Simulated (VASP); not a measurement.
# InP (F-43m) in VASP: single point with PBE-based screened hybrid with 10 % exact exchange

Aim: the single point of InP with PBE-based screened hybrid with 10 % exact exchange.

All numbers are computed with VASP 6.6.1; they aren't measurements. Logs are shortened: lines on timing, memory, paths and dates and some standing lists are left out, and cuts for length are marked.

## 1. The cell of the first run

It takes space group F-43m (No. 216, cubic). Conventional cell: a = 5.861 Å, b = 5.861 Å, c = 5.861 Å, α = 90.00°, β = 90.00°, γ = 90.00°. In (site symmetry -43m) has 4 P at 2.54 Å within 3.3 Å. Within 3.3 Å of P (site symmetry -43m) lie 4 In at 2.54 Å.

## 2. Single point, PBE-based screened hybrid with 10 % exact exchange

POSCAR

```
InP
1.0
    0.0000000000      2.9305005221      2.9305005221
    2.9305005221      0.0000000000      2.9305005221
    2.9305005221      2.9305005221      0.0000000000
In P
1 1
Direct
    0.0000000000      0.0000000000      0.0000000000
    0.7500000000      0.7500000000      0.7500000000
```

INCAR.step1

```
ALGO = Normal
EDIFF = 1E-5
ENCUT = 520
GGA = PE
ISIF = 2
ISMEAR = 0
LASPH = True
LREAL = False
LWAVE = True
NBANDS = 16
NELM = 60
PREC = Accurate
SIGMA = 0.05
```

INCAR.step2

```
AEXX = 0.1
ALGO = Normal
EDIFF = 1E-7
ENCUT = 520
GGA = PE
HFSCREEN = 0.20787
ISIF = 2
ISMEAR = 0
ISTART = 1
LASPH = True
LCHARG = True
LELF = True
LHFCALC = True
LREAL = False
LVHAR = True
LWAVE = False
NBANDS = 16
NELM = 60
PREC = Accurate
PRECFOCK = Normal
SIGMA = 0.05
```

KPOINTS

```
k-points
0
Gamma
  4 4 4
```

Potentials or basis: VASP PAW PBE potentials, release 64 (In_d, P).

The run is started by

```console
$ cat potpaw_PBE.64/In_d/POTCAR potpaw_PBE.64/P/POTCAR > POTCAR
$ cp INCAR.step1 INCAR
$ mpirun -np 1 vasp_std > vasp.out
$ cp INCAR.step2 INCAR
$ mpirun -np 1 vasp_std > vasp.out
```

OUTCAR:

```text
AEXX = 0.1
   EDIFF = 1E-7
   ENCUT = 520
   GGA = PE
   HFSCREEN = 0.20787
   ISIF = 2
   ISMEAR = 0
   ISTART = 1
   LASPH = True
   LHFCALC = True
   LREAL = False
   NELM = 60
   PREC = Accurate
   PRECFOCK = Normal

 ion  position               nearest neighbor table
   1  0.000  0.000  0.000-   2 2.54   2 2.54   2 2.54   2 2.54
   2  0.750  0.750  0.750-   1 2.54   1 2.54   1 2.54   1 2.54

  LATTYP: Found a face centered cubic cell.
 ALAT       =     5.8610010442

  Lattice vectors:

 A1 = (   0.0000000000,   2.9305005221,   2.9305005221)
 A2 = (   2.9305005221,   0.0000000000,   2.9305005221)
 A3 = (   2.9305005221,   2.9305005221,   0.0000000000)

Analysis of symmetry for initial positions (statically):
=====================================================================
 Subroutine PRICEL returns:
 Original cell was already a primitive cell.

 Routine SETGRP: Setting up the symmetry group for a
 face centered cubic supercell.

 Subroutine GETGRP returns: Found 24 space group operations
 (whereof 24 operations were pure point group operations)
 out of a pool of 48 trial point group operations.

The static configuration has the point symmetry T_d .

Analysis of symmetry for dynamics (positions and initial velocities):
=====================================================================
 Subroutine PRICEL returns:
 Original cell was already a primitive cell.

 Routine SETGRP: Setting up the symmetry group for a
 face centered cubic supercell.

 Subroutine GETGRP returns: Found 24 space group operations
 (whereof 24 operations were pure point group operations)
 out of a pool of 48 trial point group operations.

The dynamic configuration has the point symmetry T_d .

 Subroutine INISYM returns: Found 24 space group operations
 (whereof 24 operations are pure point group operations),
 and found     1 'primitive' translations

----------------------------------------------------------------------------------------

                                     Primitive cell

  volume of cell :      50.3333

  direct lattice vectors                    reciprocal lattice vectors
     0.000000000  2.930500522  2.930500522    -0.170619318  0.170619318  0.170619318
     2.930500522  0.000000000  2.930500522     0.170619318 -0.170619318  0.170619318
     2.930500522  2.930500522  0.000000000     0.170619318  0.170619318 -0.170619318

  length of vectors
     4.144353583  4.144353583  4.144353583     0.295521327  0.295521327  0.295521327

  position of ions in fractional coordinates (direct lattice)
     0.000000000  0.000000000  0.000000000
     0.750000000  0.750000000  0.750000000

  ion indices of the primitive-cell ions
   primitive index   ion index
                 1           1
                 2           2

----------------------------------------------------------------------------------------

 KPOINTS: k-points

Automatic generation of k-mesh.
 Grid dimensions read from file:
 generate k-points for:    4    4    4

 Generating k-lattice:

  Cartesian coordinates                     Fractional coordinates (reciprocal lattice)
    -0.042654829  0.042654829  0.042654829     0.250000000  0.000000000  0.000000000
     0.042654829 -0.042654829  0.042654829     0.000000000  0.250000000  0.000000000
     0.042654829  0.042654829 -0.042654829     0.000000000  0.000000000  0.250000000

  Length of vectors
     0.073880332  0.073880332  0.073880332

  Shift w.r.t. Gamma in fractional coordinates (k-lattice)
     0.000000000  0.000000000  0.000000000

 Subroutine IBZKPT returns following result:
 ===========================================

 Found      8 irreducible k-points:

 Following reciprocal coordinates:
            Coordinates               Weight
  0.000000  0.000000  0.000000      1.000000
  0.250000  0.000000  0.000000      8.000000
  0.500000  0.000000  0.000000      4.000000
  0.250000  0.250000  0.000000      6.000000
  0.500000  0.250000  0.000000     24.000000
 -0.250000  0.250000  0.000000     12.000000
  0.500000  0.500000  0.000000      3.000000
 -0.250000  0.500000  0.250000      6.000000
   k-points           NKPTS =      8   k-points in BZ     NKDIM =     64   number of bands    NBANDS=     16
   number of dos      NEDOS =    301   number of ions     NIONS =      2
   total plane-waves  NPLWV =  32768
   dimension x,y,z NGX =    32 NGY =   32 NGZ =   32
   dimension x,y,z NGXF=    64 NGYF=   64 NGZF=   64
   ions per type =               1   1
   NGX,Y,Z   is equivalent  to a cutoff of  12.84, 12.84, 12.84 a.u.
   NGXF,Y,Z  is equivalent  to a cutoff of  25.67, 25.67, 25.67 a.u.
 SYSTEM =  unknown system
   PREC   = accura    normal or accurate (medium, high low for compatibility)
   ISTART =      1    job   : 0-new  1-cont  2-samecut
   ICHARG =      0    charge: 1-file 2-atom 10-const
   ISPIN  =      1    spin polarized calculation?
   LNONCOLLINEAR =      F non collinear calculations
   LSORBIT =      F    spin-orbit coupling
   LASPH  =      T    aspherical Exc in radial PAW
   ENCUT  =  520.0 eV  38.22 Ry    6.18 a.u.   7.71  7.71  7.71*2*pi/ulx,y,z
   NELM   =     60;   NELMIN=  2; NELMDL=  0     # of ELM steps
   EDIFF  = 0.1E-06   stopping-criterion for ELM
   LREAL  =      F    real-space projection
   EDIFFG = 0.1E-05   stopping-criterion for IOM
   NSW    =      0    number of steps for IOM
   IBRION =     -1    ionic relax: 0-MD 1-quasi-New 2-CG
   NFREE  =      0    steps in history (QN), initial steepest desc. (CG)
   ISIF   =      2    stress and relaxation
   ISYM   =      3    0-nonsym 1-usesym 2-fastsym
   POTIM  = 0.5000    time-step for ionic-motion
   TEBEG  =    0.0;   TEEND  =   0.0 temperature during run
   PSTRESS=    0.0 pullay stress
   NELECT =      18.0000    total number of electrons
   NUPDOWN=      -1.0000    fix difference up-down
   EMIN   =  10.00;   EMAX   =-10.00  energy-range for DOS
   EFERMI =   0.00;   METHOD = LEGACY
   ISMEAR =     0;   SIGMA  =   0.05  broadening in eV -4-tet -1-fermi 0-gaus
   EFERMI_NEDOS =   21; number of points for ismear=-14 and -15
   IALGO  =     38    algorithm
   IMIX   =      1    mixing-type and parameters
     AMIX     =   0.40;   BMIX     =  1.00
     AMIX_MAG =   1.60;   BMIX_MAG =  1.00
  volume/ion in A,a.u.               =      25.17       169.83
  Fermi-wavevector in a.u.,A,eV,Ry     =   1.162021  2.195901 18.371839  1.350292
  Thomas-Fermi vector in A             =   2.298586
   LORBIT       =      0    0 simple, 1 ext, 2 COOP (PROOUT), +10 PAW based schemes
   GGA     = PE    functional components
   LHFCALC =     T    Hartree Fock is set to
   PRECFOCK=normal    Normal, Fast or Accurate (Low or Medium for compatibility)
   ENCUT4O =  -1.0   cutoff for four orbital integrals eV
   NKREDX  =     1    reduce k-point grid by
   NKREDY  =     1    reduce k-point grid by
   NKREDZ  =     1    reduce k-point grid by
   AEXX    =    0.1000 exact exchange contribution
   HFSCREEN=    0.2079 screening length (either q_TF or 0.3 A-1)
   HFSCREENC=   0.2079 screening length for correlation (either q_TF or 0.3 A-1)
   ENCUTFOCK=  -1.0 apply spherical cutoff to Coloumb kernel
   IVDW    =     0    specifies the selected vdW correction
   LEPSILON=     F    determine dielectric tensor
   LRPA    =     F    only Hartree local field effects (RPA)
 non-spin polarized calculation
 Gauss-broadening in eV      SIGMA  =   0.05
  energy-cutoff  :      520.00
  volume of cell :       50.33
 maximum number of plane-waves:      1380
 NGX is ok and might be reduce to    32
  NGX = 24; NGY = 24; NGZ = 24

 number of electron      18.0000005 magnetization

 Free energy of the ion-electron system (eV)
  ---------------------------------------------------
  ext. energy  EPLUGINS =         0.00000000
  ---------------------------------------------------
  free energy    TOTEN  =        -8.90754177 eV

  energy without entropy =       -8.90754177  energy(sigma->0) =       -8.90754177

 E-fermi :   5.3267     XC(G=0):  -8.6442

 val. band max:        5.0590296433   @ k =   0.0000   0.0000   0.0000
 cond. band min:       6.0801860205   @ k =   0.0000   0.0000   0.0000
 fundamental gap:      1.0211563772
 Fermi energy:         5.3266646269

 k-point     1 :       0.0000    0.0000    0.0000
  band No.  band energies     occupation
      1      -9.8455      2.00000
      2      -9.8455      2.00000
      3      -9.8455      2.00000
      4      -9.6912      2.00000
      5      -9.6912      2.00000
      6      -6.9498      2.00000
      7       5.0590      2.00000
      8       5.0590      2.00000
      9       5.0590      2.00000
     10       6.0802      0.00000
     11       9.4560      0.00000
     12       9.4560      0.00000
     13       9.4560      0.00000
     14      14.0314      0.00000
     15      14.9114      0.00000
     16      14.9114      0.00000

 k-point     2 :       0.2500    0.0000    0.0000
  band No.  band energies     occupation
      1      -9.9053      2.00000
      2      -9.8221      2.00000
      3      -9.8221      2.00000
      4      -9.6887      2.00000
      5      -9.6887      2.00000
      6      -6.2490      2.00000
      7       1.5131      2.00000
      8       4.4810      2.00000
      9       4.4810      2.00000
     10       7.1561      0.00000
     11      10.1786      0.00000
     12      10.1786      0.00000
     13      10.7430      0.00000
     14      14.0174      0.00000
     15      14.0174      0.00000
     16      14.5536      0.00000

 k-point     3 :       0.5000    0.0000    0.0000
  band No.  band energies     occupation
      1      -9.9604      2.00000
      2      -9.8063      2.00000
      3      -9.8063      2.00000
      4      -9.6781      2.00000
      5      -9.6781      2.00000
      6      -5.1620      2.00000
      7      -0.8932      2.00000
      8       4.0477      2.00000
      9       4.0477      2.00000
     10       6.8489      0.00000
     11      10.1849      0.00000
     12      10.1849      0.00000
     13      12.5285      0.00000
     14      14.9757      0.00000
     15      16.1654      0.00000
     16      16.1654      0.00000

 k-point     4 :       0.2500    0.2500    0.0000
  band No.  band energies     occupation
      1      -9.9452      2.00000
      2      -9.7943      2.00000
      3      -9.7943      2.00000
      4      -9.7144      2.00000
      5      -9.6740      2.00000
      6      -6.0177      2.00000
      7       1.6363      2.00000
      8       3.5953      2.00000
      9       3.5953      2.00000
     10       7.8080      0.00000
     11       8.5118      0.00000
     12      11.8298      0.00000
     13      11.8298      0.00000
     14      12.3413      0.00000
     15      15.4709      0.00000
     16      17.6259      0.00000

 k-point     5 :       0.5000    0.2500    0.0000
  band No.  band energies     occupation
      1      -9.9842      2.00000
      2      -9.7830      2.00000
      3      -9.7708      2.00000
      4      -9.7113      2.00000
      5      -9.6705      2.00000
      6      -4.8921      2.00000
      7      -0.4575      2.00000
      8       2.2508      2.00000
      9       3.2495      2.00000
     10       7.8875      0.00000
     11       9.7938      0.00000
     12      11.5994      0.00000
     13      12.1131      0.00000
     14      14.9752      0.00000
     15      16.3004      0.00000
     16      17.5419      0.00000

 k-point     6 :      -0.2500    0.2500    0.0000
  band No.  band energies     occupation
      1      -9.9555      2.00000
      2      -9.7991      2.00000
      3      -9.7919      2.00000
      4      -9.6925      2.00000
      5      -9.6863      2.00000
      6      -5.2966      2.00000
      7       0.1259      2.00000
      8       2.1344      2.00000
      9       3.9932      2.00000
     10       8.3870      0.00000
     11      10.4703      0.00000
     12      10.9845      0.00000
     13      11.0630      0.00000
     14      13.5152      0.00000
     15      15.9067      0.00000
     16      17.3974      0.00000

 k-point     7 :       0.5000    0.5000    0.0000
  band No.  band energies     occupation
      1     -10.0271      2.00000
      2      -9.7422      2.00000
      3      -9.7406      2.00000
      4      -9.7406      2.00000
      5      -9.6567      2.00000
      6      -4.4803      2.00000
      7      -0.9067      2.00000
      8       2.6430      2.00000
      9       2.6430      2.00000
     10       7.0423      0.00000
     11       7.6029      0.00000
     12      14.7607      0.00000
     13      15.1653      0.00000
     14      15.1653      0.00000
     15      16.2966      0.00000
     16      17.3451      0.00000

 k-point     8 :      -0.2500    0.5000    0.2500
  band No.  band energies     occupation
      1      -9.9935      2.00000
      2      -9.7849      2.00000
      3      -9.7490      2.00000
      4      -9.7117      2.00000
      5      -9.6765      2.00000
      6      -4.4002      2.00000
      7      -0.7440      2.00000
      8       1.9912      2.00000
      9       2.0426      2.00000
     10       9.6385      0.00000
     11       9.8364      0.00000
     12      10.9821      0.00000
     13      11.5915      0.00000
     14      15.7565      0.00000
     15      16.8629      0.00000
     16      17.5510      0.00000

------------------------ aborting loop because EDIFF is reached ----------------------------------------

  FORCE on cell =-STRESS in cart. coord.  units (eV):
  Direction    XX          YY          ZZ          XY          YZ          ZX
  --------------------------------------------------------------------------------------
  -------------------------------------------------------------------------------------
  Total        0.8279780      0.8279780      0.8279780     -0.0000000     -0.0000000      0.0000000
  in kB       26.3556636     26.3556636     26.3556636     -0.0000000     -0.0000000      0.0000000
  external PRESSURE =      26.3556636 kB  Pullay stress =       0.0000000 kB

 VOLUME and BASIS-vectors are now :
 -----------------------------------------------------------------------------
  energy-cutoff  :      520.00
  volume of cell :       50.33
      direct lattice vectors                 reciprocal lattice vectors
     0.000000000  2.930500522  2.930500522    -0.170619318  0.170619318  0.170619318
     2.930500522  0.000000000  2.930500522     0.170619318 -0.170619318  0.170619318
     2.930500522  2.930500522  0.000000000     0.170619318  0.170619318 -0.170619318

 POSITION                                       TOTAL-FORCE (eV/Angst)
 -----------------------------------------------------------------------------------
      0.00000      0.00000      0.00000        -0.000000     -0.000000     -0.000000
      4.39575      4.39575      4.39575         0.000000      0.000000      0.000000
 -----------------------------------------------------------------------------------
    total drift:                               -0.000108     -0.000106     -0.000072

  FREE ENERGIE OF THE ION-ELECTRON SYSTEM (eV)
  ---------------------------------------------------
  free  energy   TOTEN  =        -8.9075417683 eV

  energy  without entropy=       -8.9075417683  energy(sigma->0) =       -8.90754177
```

Wall time 12 min (1 thread of Intel Xeon 8259CL, shared host); peak memory 0.28 GiB.

Results:

| Property | Result |
| --- | --- |
| Free energy | -8.9075 eV |
| Pressure | 2.6 GPa |
| Band gap on the k mesh | 1.02 eV |

Levels at points of the mesh, in eV from the valence-band top:
```csv
k point,band 7,band 8,band 9,band 10,band 11,band 12
"(0.00, 0.00, 0.00)",0.00,0.00,0.00,1.02,4.40,4.40
"(0.50, 0.00, 0.00)",-5.95,-1.01,-1.01,1.79,5.13,5.13
"(0.50, 0.50, 0.00)",-5.97,-2.42,-2.42,1.98,2.54,9.70
```

Caveat: the k points lie up to 0.46 Å⁻¹ apart; the PAW data sets were made with another functional, which shifts forces and pressure a little; spin-orbit coupling is left out, which moves the levels of the heavy elements.
